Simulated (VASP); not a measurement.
Ga2Sb2CO, 6 atoms in the cell. The cell holds a slab with vacuum, 6 atoms: a = 4.334 Å, b = 4.334 Å, c = 23.620 Å, α = 90.00°, β = 90.00°, γ = 120.00°. 

* Program: VASP 6.6.1
* Task: single point
* Functional: PBE
* Dispersion: D3(BJ)
* Potentials or basis: VASP PAW PBE potentials, release 64 (Sb_d_GW, Ga_d, O, C)
* Cutoff: 520 eV
* k mesh: 6 × 6 × 1
* Occupations: gaussian, width 0.1 eV
* Spin: no spin polarisation
* Dipole correction: yes
* Further INCAR settings: ALGO = Normal; EDIFF = 1e-06; NBANDS = 42; NELMDL = -8

Potentials or basis: VASP PAW PBE potentials, release 64 (Sb_d_GW, Ga_d, O, C).

Run with:

```sh
$ cat potpaw_PBE.64/Sb_d_GW/POTCAR potpaw_PBE.64/Ga_d/POTCAR potpaw_PBE.64/O/POTCAR potpaw_PBE.64/C/POTCAR > POTCAR
$ mpirun -np 1 vasp_std > vasp.out
```

Hardware: 1 thread of Intel(R) Xeon(R) Platinum 8375C CPU @ 2.90GHz (Ice Lake), on a shared host.

Estimate the wall time of this run.

It took 5.5 min on 1 thread of Intel(R) Xeon(R) Platinum 8375C CPU @ 2.90GHz (Ice Lake) (shared host), peak memory 0.56 GiB. Counts: scf iterations 25, k points 7.
